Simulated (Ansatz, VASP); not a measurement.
# Two plane-wave programs on GdMn

INCAR

```
  PREC = Accurate
  ENCUT = 520
  EDIFF = 1E-6
  ISMEAR = 0
  SIGMA = 0.05
  LREAL = False
  LASPH = True
  NELM = 150
  ALGO = Normal
  ISIF = 2
  LWAVE = False
  LCHARG = True
  ISPIN = 2
  MAGMOM = 7.9 -3.7
  LORBIT = 11
  LMAXMIX = 6
  GGA = PS
  LELF = True
  LVHAR = True
  NBANDS = 26
```

KPOINTS

```
Automatic mesh
0
Gamma
  10 10 10
```

Contents of POSCAR:

```
GdMn
1.0
    3.4686282288      0.0000000000      0.0000000000
    0.0000000000      3.4686282288      0.0000000000
    0.0000000000      0.0000000000      3.4686282288
Gd Mn
1 1
Direct
    0.0000000000      0.0000000000      0.0000000000
    0.5000000000      0.5000000000      0.5000000000
```

Input for Ansatz:

```yaml
crystal:
  lattice:
    - [3.4686282288, 0.0, 0.0]
    - [0.0, 3.4686282288, 0.0]
    - [0.0, 0.0, 3.4686282288]
  atoms:
    - { symbol: Gd, position: [0.0, 0.0, 0.0], spin: 7.9 }
    - { symbol: Mn, position: [0.5, 0.5, 0.5], spin: -3.7 }
basis:
  ecutwfc: 420
  ecutrho_ratio: 4
kpoints:
  mp_grid: { grid: [10, 10, 10] }
hamiltonian:
  xc: pbesol
scf:
  occupations: { method: gaussian, width: 0.05 }
output:
  forces: true
  stress: true
  eigenvalues: true
  populations: true
magnetization:
  spin_polarized: true
```

Alike in both runs: task single point; functional PBEsol; k mesh 10 × 10 × 10; occupations gaussian, width 0.05 eV; collinear spin.

```csv
,VASP,Ansatz
version,VASP 6.6.1,Ansatz 0.2.0
potentials or method,"VASP PAW PBE potentials, release 64 (Gd, Mn_pv), cutoff 520 eV","scalar-relativistic, plane waves, PAW"
valence electrons in the cell,31,33
```

|  | VASP | Ansatz | Ansatz less VASP |
| --- | --- | --- | --- |
| gap on the k mesh at the Fermi level (eV) | none | none | - |
| pressure (GPa) | -1.1 | -1.0 | +0.16 |
| net moment per atom (μB) | 2.05 | 2.05 | -0.004 |
| size of the moment on the site where the two differ most (μB) | 6.99 | 7.18 | +0.184 |

VASP's potentials were made for PBE, not for PBEsol. Site moments also hang on the region over which each program counts them. A gap of «none» marks a metal or a gap that the smearing closes. The functional is the same, so the differences come from potentials, cutoffs and numerics. VASP's potentials hold 31 valence electrons a cell and Ansatz's 33, so a difference there can come from the potentials and not from the codes. Ansatz's warnings: given moment on shells.

Spin-orbit coupling is off throughout.
